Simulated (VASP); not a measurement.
# TiO2 (P4_2/mnm) in VASP: a series of runs

The runs below take TiO2 through single point, with PBEsol.

All numbers are computed with VASP 6.6.1; they aren't measurements. Logs are shortened: lines on timing, memory, paths and dates and some standing lists are left out, and cuts for length are marked.

## Step 1: The cell of the first run

It takes space group P4_2/mnm (No. 136, tetragonal). Conventional cell: a = 4.847 Å, b = 4.847 Å, c = 2.637 Å, α = 90.00°, β = 90.00°, γ = 90.00°. Within 2.5 Å of Ti (site symmetry mmm) lie 6 O at 1.88 to 2.09 Å. O (site symmetry m2m) has 3 Ti at 1.88 to 2.09 Å within 2.5 Å.

## Step 2: Single point, PBEsol

Input file INCAR:

```
PREC = Accurate
ENCUT = 520
EDIFF = 1E-6
ISMEAR = 0
SIGMA = 0.05
LREAL = F
LASPH = T
NELM = 60
ALGO = Normal
ISIF = 2
LWAVE = F
LCHARG = F
GGA = PS
NBANDS = 33
```

Input file KPOINTS:

```
Automatic mesh
0
Gamma
  8 8 10
```

Input file POSCAR:

```
TiO2
1.0
    4.8468294830      0.0000000000      0.0000000000
    0.0000000000      4.8468294830      0.0000000000
    0.0000000000      0.0000000000      2.6372096292
Ti O
2 4
Direct
    0.0000000000      0.0000000000      0.0000000000
    0.5000000000      0.5000000000      0.5000000000
    0.3044387440      0.3044387440      0.0000000000
    0.1955612560      0.8044387440      0.5000000000
    0.6955612560      0.6955612560      0.0000000000
    0.8044387440      0.1955612560      0.5000000000
```

Potentials or basis: VASP PAW PBE potentials, release 64 (Ti_sv, O).

Run with:

```bash
$ cat potpaw_PBE.64/Ti_sv/POTCAR potpaw_PBE.64/O/POTCAR > POTCAR
$ mpirun -np 1 vasp_std > vasp.out
```

OUTCAR:

```text
PREC = Accurate
   ENCUT = 520
   EDIFF = 1E-6
   ISMEAR = 0
   LREAL = F
   LASPH = T
   NELM = 60
   ISIF = 2
   GGA = PS

 ion  position               nearest neighbor table
   1  0.000  0.000  0.000-   4 1.88   6 1.88   4 1.88   6 1.88   5 2.09   3 2.09
   2  0.500  0.500  0.500-   3 1.88   5 1.88   3 1.88   5 1.88   4 2.09   6 2.09
   3  0.304  0.304  0.000-   2 1.88   2 1.88   1 2.09
   4  0.196  0.804  0.500-   1 1.88   1 1.88   2 2.09
   5  0.696  0.696  0.000-   2 1.88   2 1.88   1 2.09
   6  0.804  0.196  0.500-   1 1.88   1 1.88   2 2.09

  LATTYP: Found a simple tetragonal cell.
 ALAT       =     4.8468294830
 C/A-ratio  =     0.5441102557

  Lattice vectors:

 A1 = (   4.8468294830,   0.0000000000,   0.0000000000)
 A2 = (   0.0000000000,   4.8468294830,   0.0000000000)
 A3 = (   0.0000000000,   0.0000000000,   2.6372096292)

Analysis of symmetry for initial positions (statically):
=====================================================================
 Subroutine PRICEL returns:
 Original cell was already a primitive cell.

 Routine SETGRP: Setting up the symmetry group for a
 simple tetragonal supercell.

 Subroutine GETGRP returns: Found 16 space group operations
 (whereof  8 operations were pure point group operations)
 out of a pool of 16 trial point group operations.

The static configuration has the point symmetry D_2h.
 The point group associated with its full space group is D_4h.

Analysis of symmetry for dynamics (positions and initial velocities):
=====================================================================
 Subroutine PRICEL returns:
 Original cell was already a primitive cell.

 Routine SETGRP: Setting up the symmetry group for a
 simple tetragonal supercell.

 Subroutine GETGRP returns: Found 16 space group operations
 (whereof  8 operations were pure point group operations)
 out of a pool of 16 trial point group operations.

The dynamic configuration has the point symmetry D_2h.
 The point group associated with its full space group is D_4h.

 Subroutine INISYM returns: Found 16 space group operations
 (whereof  8 operations are pure point group operations),
 and found     1 'primitive' translations

----------------------------------------------------------------------------------------

                                     Primitive cell

  volume of cell :      61.9527

  direct lattice vectors                    reciprocal lattice vectors
     4.846829483  0.000000000  0.000000000     0.206320442  0.000000000  0.000000000
     0.000000000  4.846829483  0.000000000     0.000000000  0.206320442  0.000000000
     0.000000000  0.000000000  2.637209629     0.000000000  0.000000000  0.379188666

  length of vectors
     4.846829483  4.846829483  2.637209629     0.206320442  0.206320442  0.379188666

  position of ions in fractional coordinates (direct lattice)
     0.000000000  0.000000000  0.000000000
     0.500000000  0.500000000  0.500000000
     0.304438744  0.304438744  0.000000000
     0.195561256  0.804438744  0.500000000
     0.695561256  0.695561256  0.000000000
     0.804438744  0.195561256  0.500000000

  ion indices of the primitive-cell ions
   primitive index   ion index
                 1           1
                 2           2
                 3           3
                 4           4
                 5           5
                 6           6

----------------------------------------------------------------------------------------

 KPOINTS: Automatic mesh

Automatic generation of k-mesh.
 Grid dimensions read from file:
 generate k-points for:    8    8   10

 Generating k-lattice:

  Cartesian coordinates                     Fractional coordinates (reciprocal lattice)
     0.025790055  0.000000000  0.000000000     0.125000000  0.000000000  0.000000000
     0.000000000  0.025790055  0.000000000     0.000000000  0.125000000  0.000000000
     0.000000000  0.000000000  0.037918867     0.000000000  0.000000000  0.100000000

  Length of vectors
     0.025790055  0.025790055  0.037918867

  Shift w.r.t. Gamma in fractional coordinates (k-lattice)
     0.000000000  0.000000000  0.000000000

 Subroutine IBZKPT returns following result:
 ===========================================

 Found     90 irreducible k-points:

 Following reciprocal coordinates:
            Coordinates               Weight
  0.000000  0.000000  0.000000      1.000000
  0.125000  0.000000  0.000000      4.000000
  0.250000  0.000000  0.000000      4.000000
  0.375000  0.000000  0.000000      4.000000
  0.500000  0.000000  0.000000      2.000000
  0.125000  0.125000  0.000000      4.000000
[... 16 lines left out ...]
  0.375000  0.125000  0.100000     16.000000
  0.500000  0.125000  0.100000      8.000000
 [... further k-points ...]
   k-points           NKPTS =     90   k-points in BZ     NKDIM =     90   number of bands    NBANDS=     33
   number of dos      NEDOS =    301   number of ions     NIONS =      6
   total plane-waves  NPLWV =  25920
   dimension x,y,z NGX =    36 NGY =   36 NGZ =   20
   dimension x,y,z NGXF=    72 NGYF=   72 NGZF=   40
   ions per type =               2   4
   NGX,Y,Z   is equivalent  to a cutoff of  12.35, 12.35, 12.61 a.u.
   NGXF,Y,Z  is equivalent  to a cutoff of  24.70, 24.70, 25.22 a.u.
 SYSTEM =  unknown system
   PREC   = accura    normal or accurate (medium, high low for compatibility)
   ISTART =      0    job   : 0-new  1-cont  2-samecut
   ICHARG =      2    charge: 1-file 2-atom 10-const
   ISPIN  =      1    spin polarized calculation?
   LNONCOLLINEAR =      F non collinear calculations
   LSORBIT =      F    spin-orbit coupling
   LASPH  =      T    aspherical Exc in radial PAW
   ENCUT  =  520.0 eV  38.22 Ry    6.18 a.u.   9.01  9.01  4.90*2*pi/ulx,y,z
   NELM   =     60;   NELMIN=  2; NELMDL= -5     # of ELM steps
   EDIFF  = 0.1E-05   stopping-criterion for ELM
   LREAL  =      F    real-space projection
   EDIFFG = 0.1E-04   stopping-criterion for IOM
   NSW    =      0    number of steps for IOM
   IBRION =     -1    ionic relax: 0-MD 1-quasi-New 2-CG
   NFREE  =      0    steps in history (QN), initial steepest desc. (CG)
   ISIF   =      2    stress and relaxation
   ISYM   =      2    0-nonsym 1-usesym 2-fastsym
   POTIM  = 0.5000    time-step for ionic-motion
   TEBEG  =    0.0;   TEEND  =   0.0 temperature during run
   PSTRESS=    0.0 pullay stress
   NELECT =      48.0000    total number of electrons
   NUPDOWN=      -1.0000    fix difference up-down
   EMIN   =  10.00;   EMAX   =-10.00  energy-range for DOS
   EFERMI =   0.00;   METHOD = LEGACY
   ISMEAR =     0;   SIGMA  =   0.05  broadening in eV -4-tet -1-fermi 0-gaus
   EFERMI_NEDOS =   21; number of points for ismear=-14 and -15
   IALGO  =     38    algorithm
   IMIX   =      4    mixing-type and parameters
     AMIX     =   0.40;   BMIX     =  1.00
     AMIX_MAG =   1.60;   BMIX_MAG =  1.00
  volume/ion in A,a.u.               =      10.33        69.68
  Fermi-wavevector in a.u.,A,eV,Ry     =   1.503610  2.841411 30.760636  2.260843
  Thomas-Fermi vector in A             =   2.614698
   LORBIT       =      0    0 simple, 1 ext, 2 COOP (PROOUT), +10 PAW based schemes
   GGA     = PS    functional components
   LHFCALC =     F    Hartree Fock is set to
   AEXX    =    0.0000 exact exchange contribution
   IVDW    =     0    specifies the selected vdW correction
   LEPSILON=     F    determine dielectric tensor
   LRPA    =     F    only Hartree local field effects (RPA)
 non-spin polarized calculation
 Gauss-broadening in eV      SIGMA  =   0.05
  energy-cutoff  :      520.00
  volume of cell :       61.95
 maximum number of plane-waves:      1692
   NGX = 19   NGY = 19   NGZ =  9

 number of electron      47.9999978 magnetization

 Free energy of the ion-electron system (eV)
  ---------------------------------------------------
  ext. energy  EPLUGINS =         0.00000000
  ---------------------------------------------------
  free energy    TOTEN  =       -54.99075422 eV

  energy without entropy =      -54.99075422  energy(sigma->0) =      -54.99075422

 E-fermi :   4.7767     XC(G=0): -11.6674

 val. band max:        4.4826003744   @ k =   0.0000   0.0000   0.0000
 cond. band min:       6.0227912313   @ k =   0.5000   0.5000   0.0000
 fundamental gap:      1.5401908569
 Fermi energy:         4.7767353391

 k-point     1 :       0.0000    0.0000    0.0000
  band No.  band energies     occupation
      1     -51.7447      2.00000
      2     -51.7319      2.00000
      3     -28.2117      2.00000
      4     -28.2117      2.00000
      5     -28.0087      2.00000
      6     -28.0087      2.00000
[... 25 lines left out ...]
     32      11.7564      0.00000
     33      11.7596      0.00000

 k-point     2 :       0.1250    0.0000    0.0000
  band No.  band energies     occupation
      1     -51.7442      2.00000
      2     -51.7323      2.00000
      3     -28.2082      2.00000
      4     -28.2080      2.00000
      5     -28.0128      2.00000
      6     -28.0126      2.00000
[... 25 lines left out ...]
     32      11.6790      0.00000
     33      11.7272      0.00000

 k-point     3 :       0.2500    0.0000    0.0000
  band No.  band energies     occupation
      1     -51.7428      2.00000
      2     -51.7337      2.00000
      3     -28.1992      2.00000
      4     -28.1985      2.00000
      5     -28.0234      2.00000
      6     -28.0227      2.00000
[... 25 lines left out ...]
     32      11.3829      0.00000
     33      11.6619      0.00000

 k-point     4 :       0.3750    0.0000    0.0000
  band No.  band energies     occupation
      1     -51.7407      2.00000
      2     -51.7358      2.00000
      3     -28.1887      2.00000
      4     -28.1880      2.00000
      5     -28.0349      2.00000
      6     -28.0342      2.00000
[... 25 lines left out ...]
     32      10.8910      0.00000
     33      11.5859      0.00000

 k-point     5 :       0.5000    0.0000    0.0000
  band No.  band energies     occupation
      1     -51.7382      2.00000
      2     -51.7382      2.00000
      3     -28.1835      2.00000
      4     -28.1835      2.00000
      5     -28.0398      2.00000
      6     -28.0398      2.00000
[... 604 lines left out ...]
 k-point    22 :       0.2500    0.1250    0.1000
  band No.  band energies     occupation
      1     -51.7288      2.00000
      2     -51.7208      2.00000
      3     -28.1842      2.00000
      4     -28.1616      2.00000
      5     -28.0266      2.00000
      6     -28.0018      2.00000
[... 25 lines left out ...]
     32      10.9754      0.00000
     33      11.6089      0.00000

 k-point    23 :       0.3750    0.1250    0.1000
  band No.  band energies     occupation
      1     -51.7270      2.00000
      2     -51.7227      2.00000
      3     -28.1753      2.00000
      4     -28.1577      2.00000
      5     -28.0314      2.00000
      6     -28.0123      2.00000
[... 25 lines left out ...]
     32      10.6360      0.00000
     33      11.5541      0.00000

 k-point    24 :       0.5000    0.1250    0.1000
  band No.  band energies     occupation
      1     -51.7248      2.00000
      2     -51.7248      2.00000
      3     -28.1640      2.00000
      4     -28.1640      2.00000
      5     -28.0248      2.00000
      6     -28.0248      2.00000
[... 25 lines left out ...]
     32      10.2295      0.00000
     33      11.5137      0.00000

 [... further k-points ...]

------------------------ aborting loop because EDIFF is reached ----------------------------------------

  FORCE on cell =-STRESS in cart. coord.  units (eV):
  Direction    XX          YY          ZZ          XY          YZ          ZX
  --------------------------------------------------------------------------------------
  -------------------------------------------------------------------------------------
  Total       -2.7148524     -2.7148524     18.8534351     -0.0000000      0.0000000      0.0000000
  in kB      -70.2096265    -70.2096265    487.5744479     -0.0000000      0.0000000      0.0000000
  external PRESSURE =     115.7183983 kB  Pullay stress =       0.0000000 kB

 VOLUME and BASIS-vectors are now :
 -----------------------------------------------------------------------------
  energy-cutoff  :      520.00
  volume of cell :       61.95
      direct lattice vectors                 reciprocal lattice vectors
     4.846829483  0.000000000  0.000000000     0.206320442  0.000000000  0.000000000
     0.000000000  4.846829483  0.000000000     0.000000000  0.206320442  0.000000000
     0.000000000  0.000000000  2.637209629     0.000000000  0.000000000  0.379188666

 POSITION                                       TOTAL-FORCE (eV/Angst)
 -----------------------------------------------------------------------------------
      0.00000      0.00000      0.00000        -0.000000      0.000000      0.000000
      2.42341      2.42341      1.31860        -0.000000      0.000000      0.000000
      1.47556      1.47556      0.00000        -0.226486     -0.226486     -0.000000
      0.94785      3.89898      1.31860         0.226486     -0.226486      0.000000
      3.37127      3.37127      0.00000         0.226486      0.226486      0.000000
      3.89898      0.94785      1.31860        -0.226486      0.226486      0.000000
 -----------------------------------------------------------------------------------
    total drift:                                0.000000      0.000000      0.000000

  FREE ENERGIE OF THE ION-ELECTRON SYSTEM (eV)
  ---------------------------------------------------
  free  energy   TOTEN  =       -54.9907542175 eV

  energy  without entropy=      -54.9907542175  energy(sigma->0) =      -54.99075422
```

Run time: 2.6 min. Hardware: 1 thread of Intel Xeon 6975P-C, shared host; peak memory 0.27 GiB.

Results:

| Quantity | Value |
| --- | --- |
| Free energy | -54.9908 eV |
| Pressure | 11.6 GPa |
| Largest force | 0.320 eV/Å |
| Band gap on the k mesh | 1.54 eV, indirect (least direct gap 1.56 eV) |

Forces in eV/Å, atoms in the order of the input:
```
Ti   0.000  0.000  0.000
Ti   0.000  0.000  0.000
O   -0.226 -0.226  0.000
O    0.226 -0.226  0.000
O    0.226  0.226  0.000
O   -0.226  0.226  0.000
```

Caveat: the PAW data sets were made with another functional, which shifts forces and pressure a little. A k mesh can miss the band edges.

## Step 3: Single point, PBEsol

This run uses another cell than the first one, of the same volume but with other edges.

Input file INCAR:

```
SYSTEM = TiO2
PREC = Accurate
ENCUT = 520
EDIFF = 1E-6
ISMEAR = 0
SIGMA = 0.05
LREAL = .False.
LASPH = .True.
NELM = 100
ALGO = Normal
ISIF = 2
LWAVE = .False.
LCHARG = .False.
GGA = PS
NBANDS = 33
```

Input file KPOINTS:

```
Automatic mesh
0
Gamma
  8 8 10
  0 0 0
```

POSCAR, as its differences from that of step 2:

```diff
@@ -2,5 +2,5 @@
 1.0
-    4.8468294830      0.0000000000      0.0000000000
-    0.0000000000      4.8468294830      0.0000000000
-    0.0000000000      0.0000000000      2.6372096292
+    4.3205294282      0.0000000000      0.0000000000
+    0.0000000000      4.3205294282      0.0000000000
+    0.0000000000      0.0000000000      3.3188391132
 Ti O
```

Potentials or basis: VASP PAW PBE potentials, release 64 (Ti_sv, O).

Run with:

```bash
$ cat potpaw_PBE.64/Ti_sv/POTCAR potpaw_PBE.64/O/POTCAR > POTCAR
$ mpirun -np 1 vasp_std > vasp.out
```

It took 2.6 min on 1 thread of Intel Xeon 6975P-C, shared host; peak memory 0.27 GiB.

It converged, with:

```yaml
Free_energy: -55.1215 eV
Pressure: -2.1 GPa
Largest_force: 0.291 eV/Å
Band_gap_on_the_k_mesh: 1.90 eV, direct
```

Forces on the atoms (eV/Å):
```
Ti   0.000  0.000  0.000
Ti   0.000  0.000  0.000
O    0.206  0.206  0.000
O   -0.206  0.206  0.000
O   -0.206 -0.206  0.000
O    0.206 -0.206  0.000
```

Stress tensor (GPa, compression positive):
```
 10.88   0.00   0.00
  0.00  10.88   0.00
  0.00   0.00 -27.96
```

Levels at points of the mesh, in eV from the valence-band top:
```csv
k point,band 21,band 22,band 23,band 24,band 25,band 26,band 27,band 28
"(0.00, 0.00, 0.00)",-0.84,-0.18,0.00,0.00,1.90,2.28,2.28,2.41
"(0.50, 0.00, 0.00)",-2.32,-2.32,-0.63,-0.63,2.62,2.62,3.11,3.11
"(0.50, 0.50, 0.00)",-1.69,-1.69,-0.45,-0.45,2.13,2.13,2.35,2.35
"(0.00, 0.00, 0.50)",-1.56,-1.56,-1.02,-1.02,2.20,2.20,3.48,3.48
"(0.50, 0.00, 0.50)",-1.86,-1.86,-0.81,-0.81,2.00,2.00,2.52,2.52
"(0.50, 0.50, 0.50)",-1.24,-1.24,-0.37,-0.37,2.32,2.32,2.92,2.92
```

Caveat: the PAW data sets were made with another functional, which shifts forces and pressure a little.

## Step 4: Single point, PBEsol

This run uses another cell than the first one, of the same volume but with other edges.

Input file INCAR:

```
SYSTEM = TiO2
PREC = Accurate ; ENCUT = 520
EDIFF = 1E-6 ; ISMEAR = 0
SIGMA = 0.05 ; LREAL = .FALSE.
LASPH = .TRUE. ; NELM = 100
ALGO = Normal ; ISIF = 2
LWAVE = .FALSE. ; LCHARG = .FALSE.
GGA = PS ; NBANDS = 33
```

Input file KPOINTS:

```
regular mesh
0
G
  8 8 10
  0 0 0
```

POSCAR, as its differences from that of step 3:

```diff
@@ -2,5 +2,5 @@
 1.0
-    4.3205294282      0.0000000000      0.0000000000
-    0.0000000000      4.3205294282      0.0000000000
-    0.0000000000      0.0000000000      3.3188391132
+    4.7206460701      0.0000000000      0.0000000000
+    0.0000000000      4.7206460701      0.0000000000
+    0.0000000000      0.0000000000      2.7800797470
 Ti O
```

Run with:

```bash
$ cat potpaw_PBE.64/Ti_sv/POTCAR potpaw_PBE.64/O/POTCAR > POTCAR
$ mpirun -np 1 vasp_std > vasp.out
```

Wall time 3.2 min (1 thread of Intel Xeon 6975P-C, shared host); peak memory 0.27 GiB.

It converged, with:

```
Free energy            : -55.8224 eV
Pressure               : 5.4 GPa
Largest force          : 0.144 eV/Å
Band gap on the k mesh : 1.96 eV, indirect (least direct gap 2.00 eV)
```

Forces on the atoms (eV/Å):
```
Ti   0.000  0.000  0.000
Ti   0.000  0.000  0.000
O   -0.102 -0.102  0.000
O    0.102 -0.102  0.000
O    0.102  0.102  0.000
O   -0.102  0.102  0.000
```

Stress tensor (GPa, compression positive):
```
-3.43  0.00  0.00
 0.00 -3.43  0.00
 0.00  0.00 22.92
```

Levels at points of the mesh, in eV from the valence-band top:
| k point | band 22 | band 23 | band 24 | band 25 | band 26 | band 27 |
| --- | --- | --- | --- | --- | --- | --- |
| (0.00, 0.00, 0.00) | -0.33 | -0.19 | -0.03 | 1.97 | 2.14 | 3.06 |
| (0.50, 0.00, 0.00) | -0.92 | -0.62 | -0.62 | 2.66 | 2.66 | 3.49 |
| (0.50, 0.50, 0.00) | -0.96 | -0.66 | -0.66 | 1.96 | 1.96 | 3.10 |
| (0.00, 0.00, 0.50) | -1.93 | -1.33 | -1.33 | 3.20 | 3.20 | 3.88 |
| (0.50, 0.00, 0.50) | -1.97 | -0.84 | -0.84 | 2.17 | 2.17 | 4.13 |
| (0.50, 0.50, 0.50) | -1.02 | -0.61 | -0.61 | 2.88 | 2.88 | 3.43 |

Caveat: the PAW data sets were made with another functional, which shifts forces and pressure a little. A k mesh can miss the band edges.

(Part 1 of 2 ends here.)
